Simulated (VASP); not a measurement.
Here is a VASP 6.6.1 calculation.

The input INCAR:

```
PREC     = Accurate       # precision mode
ENCUT    = 500            # plane-wave cutoff, eV
EDIFF    = 1E-6           # SCF threshold, eV
ISMEAR   = 0              # smearing method
SIGMA    = 0.02           # smearing width, eV
LREAL    = False          # projectors in reciprocal space
LASPH    = True           # aspherical terms in the spheres
NELM     = 120            # most SCF steps
ALGO     = Normal         # electronic algorithm
ISIF     = 2              # what is computed and relaxed
LWAVE    = False          # write WAVECAR
LCHARG   = False          # write CHGCAR
GGA      = PE             # functional
NBANDS   = 11             # bands
GGA_COMPAT= False
```

Contents of KPOINTS:

```
Automatic mesh
0
Gamma
  8 8 8
```

File POSCAR:

```
AlP
1.0
    0.0000000000      2.7534771695      2.7534771695
    2.7534771695      0.0000000000      2.7534771695
    2.7534771695      2.7534771695      0.0000000000
Al P
1 1
Direct
    0.0000000000      0.0000000000      0.0000000000
    0.2500000000      0.2500000000      0.2500000000
```

Potentials or basis: VASP PAW PBE potentials, release 64 (Al, P).

Command:

```console
$ cat potpaw_PBE.64/Al/POTCAR potpaw_PBE.64/P/POTCAR > POTCAR
$ mpirun -np 1 vasp_std > vasp.out
```

Problem. What does it give for the pressure?

Solution. -0.1 GPa.

Problem. What does it give for the band gap on the k mesh?

Solution. 1.63 eV (least direct gap 3.09 eV).

A k mesh can miss the band edges.
